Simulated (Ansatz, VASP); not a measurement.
## Two plane-wave programs on AlN

```xyz
2
Lattice="0.0000 2.1840 2.1840 2.1840 0.0000 2.1840 2.1840 2.1840 0.0000" Properties=species:S:1:pos:R:3 pbc="T T T"
Al   -0.0433   -0.0433   -0.0433
N     3.2760    3.2760    3.2760
```

Change from the starting cell: all Al atoms moved +0.075 Å, as atom 1 towards its neighbour atom 2 (N) at 1.891 Å.

Alike in both runs: task single point; functional r2SCAN; k mesh 10 × 10 × 10; occupations gaussian, width 0.05 eV; no spin polarisation.

```csv
,VASP,Ansatz
version,VASP 6.6.1,Ansatz 0.2.0
potentials or method,"VASP PAW PBE potentials, release 64 (Al, N), cutoff 520 eV","scalar-relativistic, plane waves, PAW"
valence electrons in the cell,8,8
```

```csv
,VASP,Ansatz,Ansatz less VASP
gap on the k mesh at the Fermi level (eV),3.82,3.83,+0.007
least direct gap on the mesh (eV),4.77,4.73,-0.040
pressure (GPa),0.7,1.1,+0.36
"traceless stress, the component that is largest in VASP (GPa)",3.57,3.50,-0.071
rms of the force components (eV/Å),0.783,0.774,-0.0093
```

VASP's potentials were made for PBE, not for r2SCAN. Atom by atom the forces differ by 0.009 eV/Å (rms over components). The functional is the same, so the differences come from potentials, cutoffs and numerics.
